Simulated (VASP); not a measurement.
# AlCo (Pm-3m) in VASP: single point with r2SCAN

Aim: the single point of AlCo with r2SCAN.

Program: VASP 6.6.1. These are calculated values, not measurements. Logs are shortened: lines on timing, memory, paths and dates and some standing lists are left out, and cuts for length are marked.

## (1) The cell of the first run

The structure is cubic, space group Pm-3m (No. 221). Conventional cell: a = 2.823 Å, b = 2.823 Å, c = 2.823 Å, α = 90.00°, β = 90.00°, γ = 90.00°. Within 3.2 Å of Al (site symmetry m-3m) lie 8 Co at 2.44 Å and 6 Al at 2.82 Å. Within 3.2 Å of Co (site symmetry m-3m) lie 8 Al at 2.44 Å and 6 Co at 2.82 Å.

## (2) Single point, r2SCAN

POSCAR

```
AlCo
1.0
    2.8232163931      0.0000000000      0.0000000000
    0.0000000000      2.8232163931      0.0000000000
    0.0000000000      0.0000000000      2.8232163931
Al Co
1 1
Direct
    0.0000000000      0.0000000000      0.0000000000
    0.5000000000      0.5000000000      0.5000000000
```

INCAR.step1

```
SYSTEM = AlCo
ALGO = Normal ; EDIFF = 1E-4
ENCUT = 520 ; GGA = PE
ISMEAR = -1 ; LASPH = .TRUE.
LCHARG = .FALSE. ; LREAL = .FALSE.
LWAVE = .TRUE. ; NBANDS = 13
NELM = 60 ; PREC = Accurate
SIGMA = 0.05
```

INCAR.step2

```
SYSTEM = AlCo
ALGO = Normal ; EDIFF = 1E-6
ENCUT = 520 ; ISIF = 2
ISMEAR = -1 ; ISTART = 1
LASPH = .TRUE. ; LCHARG = .FALSE.
LMIXTAU = .TRUE. ; LREAL = .FALSE.
LWAVE = .FALSE. ; METAGGA = R2SCAN
NBANDS = 13 ; NELM = 60
PREC = Accurate ; SIGMA = 0.05
```

KPOINTS

```
k-points
0
G
  14 14 14
  0 0 0
```

Potentials or basis: VASP PAW PBE potentials, release 64 (Al, Co).

Launch:

```bash
$ cat potpaw_PBE.64/Al/POTCAR potpaw_PBE.64/Co/POTCAR > POTCAR
$ cp INCAR.step1 INCAR
$ mpirun -np 1 vasp_std > vasp.out
$ cp INCAR.step2 INCAR
$ mpirun -np 1 vasp_std > vasp.out
```

OUTCAR:

```text
SYSTEM = AlCo
   EDIFF = 1E-6
   ENCUT = 520
   ISIF = 2
   ISMEAR = -1
   ISTART = 1
   LASPH = .TRUE.
   LREAL = .FALSE.
   METAGGA = R2SCAN
   NELM = 60
   PREC = Accurate

 ion  position               nearest neighbor table
   1  0.000  0.000  0.000-   2 2.44   2 2.44   2 2.44   2 2.44   2 2.44   2 2.44   2 2.44   2 2.44

   2  0.500  0.500  0.500-   1 2.44   1 2.44   1 2.44   1 2.44   1 2.44   1 2.44   1 2.44   1 2.44

  LATTYP: Found a simple cubic cell.
 ALAT       =     2.8232163931

  Lattice vectors:

 A1 = (   2.8232163931,   0.0000000000,   0.0000000000)
 A2 = (   0.0000000000,   2.8232163931,   0.0000000000)
 A3 = (   0.0000000000,   0.0000000000,   2.8232163931)

Analysis of symmetry for initial positions (statically):
=====================================================================
 Subroutine PRICEL returns:
 Original cell was already a primitive cell.

 Routine SETGRP: Setting up the symmetry group for a
 simple cubic supercell.

 Subroutine GETGRP returns: Found 48 space group operations
 (whereof 48 operations were pure point group operations)
 out of a pool of 48 trial point group operations.

The static configuration has the point symmetry O_h .

Analysis of symmetry for dynamics (positions and initial velocities):
=====================================================================
 Subroutine PRICEL returns:
 Original cell was already a primitive cell.

 Routine SETGRP: Setting up the symmetry group for a
 simple cubic supercell.

 Subroutine GETGRP returns: Found 48 space group operations
 (whereof 48 operations were pure point group operations)
 out of a pool of 48 trial point group operations.

The dynamic configuration has the point symmetry O_h .

 Subroutine INISYM returns: Found 48 space group operations
 (whereof 48 operations are pure point group operations),
 and found     1 'primitive' translations

----------------------------------------------------------------------------------------

                                     Primitive cell

  volume of cell :      22.5026

  direct lattice vectors                    reciprocal lattice vectors
     2.823216393  0.000000000  0.000000000     0.354205934  0.000000000  0.000000000
     0.000000000  2.823216393  0.000000000     0.000000000  0.354205934  0.000000000
     0.000000000  0.000000000  2.823216393     0.000000000  0.000000000  0.354205934

  length of vectors
     2.823216393  2.823216393  2.823216393     0.354205934  0.354205934  0.354205934

  position of ions in fractional coordinates (direct lattice)
     0.000000000  0.000000000  0.000000000
     0.500000000  0.500000000  0.500000000

  ion indices of the primitive-cell ions
   primitive index   ion index
                 1           1
                 2           2

----------------------------------------------------------------------------------------

 KPOINTS: k-points

Automatic generation of k-mesh.
 Grid dimensions read from file:
 generate k-points for:   14   14   14

 Generating k-lattice:

  Cartesian coordinates                     Fractional coordinates (reciprocal lattice)
     0.025300424  0.000000000  0.000000000     0.071428571  0.000000000  0.000000000
     0.000000000  0.025300424  0.000000000     0.000000000  0.071428571  0.000000000
     0.000000000  0.000000000  0.025300424     0.000000000  0.000000000  0.071428571

  Length of vectors
     0.025300424  0.025300424  0.025300424

  Shift w.r.t. Gamma in fractional coordinates (k-lattice)
     0.000000000  0.000000000  0.000000000

 Subroutine IBZKPT returns following result:
 ===========================================

 Found    120 irreducible k-points:

 Following reciprocal coordinates:
            Coordinates               Weight
  0.000000  0.000000  0.000000      1.000000
  0.071429  0.000000  0.000000      6.000000
  0.142857  0.000000  0.000000      6.000000
  0.214286  0.000000  0.000000      6.000000
  0.285714  0.000000  0.000000      6.000000
  0.357143  0.000000  0.000000      6.000000
[... 16 lines left out ...]
  0.285714  0.214286  0.000000     24.000000
  0.357143  0.214286  0.000000     24.000000
 [... further k-points ...]
   k-points           NKPTS =    120   k-points in BZ     NKDIM =    120   number of bands    NBANDS=     13
   number of dos      NEDOS =    301   number of ions     NIONS =      2
   total plane-waves  NPLWV =  13824
   dimension x,y,z NGX =    24 NGY =   24 NGZ =   24
   dimension x,y,z NGXF=    48 NGYF=   48 NGZF=   48
   ions per type =               1   1
   NGX,Y,Z   is equivalent  to a cutoff of  14.13, 14.13, 14.13 a.u.
   NGXF,Y,Z  is equivalent  to a cutoff of  28.26, 28.26, 28.26 a.u.
 SYSTEM =  AlCo
   PREC   = accura    normal or accurate (medium, high low for compatibility)
   ISTART =      1    job   : 0-new  1-cont  2-samecut
   ICHARG =      0    charge: 1-file 2-atom 10-const
   ISPIN  =      1    spin polarized calculation?
   LNONCOLLINEAR =      F non collinear calculations
   LSORBIT =      F    spin-orbit coupling
   LASPH  =      T    aspherical Exc in radial PAW
   ENCUT  =  520.0 eV  38.22 Ry    6.18 a.u.   5.25  5.25  5.25*2*pi/ulx,y,z
   NELM   =     60;   NELMIN=  2; NELMDL=  0     # of ELM steps
   EDIFF  = 0.1E-05   stopping-criterion for ELM
   LREAL  =      F    real-space projection
   EDIFFG = 0.1E-04   stopping-criterion for IOM
   NSW    =      0    number of steps for IOM
   IBRION =     -1    ionic relax: 0-MD 1-quasi-New 2-CG
   NFREE  =      0    steps in history (QN), initial steepest desc. (CG)
   ISIF   =      2    stress and relaxation
   ISYM   =      2    0-nonsym 1-usesym 2-fastsym
   POTIM  = 0.5000    time-step for ionic-motion
   TEBEG  =    0.0;   TEEND  =   0.0 temperature during run
   PSTRESS=    0.0 pullay stress
   NELECT =      12.0000    total number of electrons
   NUPDOWN=      -1.0000    fix difference up-down
   EMIN   =  10.00;   EMAX   =-10.00  energy-range for DOS
   EFERMI =   0.00;   METHOD = LEGACY
   ISMEAR =    -1;   SIGMA  =   0.05  broadening in eV -4-tet -1-fermi 0-gaus
   EFERMI_NEDOS =   21; number of points for ismear=-14 and -15
   IALGO  =     38    algorithm
   IMIX   =      4    mixing-type and parameters
     AMIX     =   0.40;   BMIX     =  1.00
     AMIX_MAG =   1.60;   BMIX_MAG =  1.00
  volume/ion in A,a.u.               =      11.25        75.93
  Fermi-wavevector in a.u.,A,eV,Ry     =   1.327571  2.508745 23.979516  1.762445
  Thomas-Fermi vector in A             =   2.456873
   LORBIT       =      0    0 simple, 1 ext, 2 COOP (PROOUT), +10 PAW based schemes
   METAGGA = R2SCAN    functional components
   LHFCALC =     F    Hartree Fock is set to
   AEXX    =    0.0000 exact exchange contribution
   IVDW    =     0    specifies the selected vdW correction
   LEPSILON=     F    determine dielectric tensor
   LRPA    =     F    only Hartree local field effects (RPA)
 non-spin polarized calculation
  energy-cutoff  :      520.00
  volume of cell :       22.50
 maximum number of plane-waves:       624
 NGX is ok and might be reduce to    24
   NGX = 11   NGY = 11   NGZ = 11

 number of electron      11.9999996 magnetization

 Free energy of the ion-electron system (eV)
  ---------------------------------------------------
  ext. energy  EPLUGINS =         0.00000000
  ---------------------------------------------------
  free energy    TOTEN  =       -21.08187177 eV

  energy without entropy =      -21.07620724  energy(sigma->0) =      -21.07903950

 E-fermi :  10.9036     XC(G=0): -13.4064

 val. band max:       10.8705697815   @ k =   0.4286   0.4286   0.0000
 cond. band min:      10.9045776556   @ k =   0.4286   0.4286   0.3571
 fundamental gap:      0.0340078741
 Fermi energy:        10.9036098815

 k-point     1 :       0.0000    0.0000    0.0000
  band No.  band energies     occupation
      1      -1.0324      2.00000
      2       7.6921      2.00000
      3       7.6921      2.00000
      4       9.7728      2.00000
      5       9.7728      2.00000
      6       9.7729      2.00000
      7      17.3538      0.00000
      8      17.3538      0.00000
      9      17.3538      0.00000
     10      19.9996      0.00000
     11      19.9996      0.00000
     12      27.9081      0.00000
     13      33.9285      0.00000

 k-point     2 :       0.0714    0.0000    0.0000
  band No.  band energies     occupation
      1      -0.9284      2.00000
      2       7.6789      2.00000
      3       7.7227      2.00000
      4       9.7184      2.00000
      5       9.7184      2.00000
      6       9.7786      2.00000
      7      16.3229      0.00000
      8      17.4962      0.00000
      9      17.4962      0.00000
     10      19.9865      0.00000
     11      20.9780      0.00000
     12      28.2229      0.00000
     13      32.7760      0.00000

 k-point     3 :       0.1429    0.0000    0.0000
  band No.  band energies     occupation
      1      -0.6184      2.00000
      2       7.6089      2.00000
      3       7.8099      2.00000
      4       9.5721      2.00000
      5       9.5721      2.00000
      6       9.7948      2.00000
      7      14.6746      0.00000
      8      17.9071      0.00000
      9      17.9071      0.00000
     10      19.9475      0.00000
     11      22.4527      0.00000
     12      29.2017      0.00000
     13      30.9613      0.00000
[... 305 lines left out ...]
 k-point    23 :       0.2857    0.2143    0.0000
  band No.  band energies     occupation
      1       1.4573      2.00000
      2       7.2353      2.00000
      3       7.9153      2.00000
      4       8.8787      2.00000
      5       9.2332      2.00000
      6       9.4892      2.00000
      7      12.3975      0.00000
      8      15.0381      0.00000
      9      20.4921      0.00000
     10      20.7983      0.00000
     11      24.1222      0.00000
     12      28.0423      0.00000
     13      28.4007      0.00000

 k-point    24 :       0.3571    0.2143    0.0000
  band No.  band energies     occupation
      1       2.2919      2.00000
      2       6.4560      2.00000
      3       8.1356      2.00000
      4       8.8090      2.00000
      5       9.0751      2.00000
      6       9.5149      2.00000
      7      11.6366      0.00000
      8      15.6681      0.00000
      9      19.7719      0.00000
     10      21.4415      0.00000
     11      23.9757      0.00000
     12      26.4874      0.00000
     13      28.8512      0.00000

 [... further k-points ...]

------------------------ aborting loop because EDIFF is reached ----------------------------------------

  FORCE on cell =-STRESS in cart. coord.  units (eV):
  Direction    XX          YY          ZZ          XY          YZ          ZX
  --------------------------------------------------------------------------------------
  -------------------------------------------------------------------------------------
  Total       -0.0273218     -0.0273218     -0.0273218      0.0000000     -0.0000000      0.0000000
  in kB       -1.9453034     -1.9453034     -1.9453034      0.0000000     -0.0000000      0.0000000
  external PRESSURE =      -1.9453034 kB  Pullay stress =       0.0000000 kB

 VOLUME and BASIS-vectors are now :
 -----------------------------------------------------------------------------
  energy-cutoff  :      520.00
  volume of cell :       22.50
      direct lattice vectors                 reciprocal lattice vectors
     2.823216393  0.000000000  0.000000000     0.354205934  0.000000000  0.000000000
     0.000000000  2.823216393  0.000000000     0.000000000  0.354205934  0.000000000
     0.000000000  0.000000000  2.823216393     0.000000000  0.000000000  0.354205934

 POSITION                                       TOTAL-FORCE (eV/Angst)
 -----------------------------------------------------------------------------------
      0.00000      0.00000      0.00000         0.000000      0.000000      0.000000
      1.41161      1.41161      1.41161         0.000000      0.000000      0.000000
 -----------------------------------------------------------------------------------
    total drift:                                0.000000     -0.000000     -0.000000

  FREE ENERGIE OF THE ION-ELECTRON SYSTEM (eV)
  ---------------------------------------------------
  free  energy   TOTEN  =       -21.0818717667 eV

  energy  without entropy=      -21.0762072353  energy(sigma->0) =      -21.07903950
```

Run time: 2.1 min. Hardware: 1 thread of AMD EPYC 7R43 (Zen 3), shared host; peak memory 0.14 GiB.

What came out:

```
Free energy            : -21.0819 eV
Pressure               : -0.2 GPa
Band gap on the k mesh : zero (band 6 reaches 13.24 eV, above the bottom of band 7 at 10.70 eV)
```

Caveat: the PAW data sets were made with another functional, which shifts forces and pressure a little.
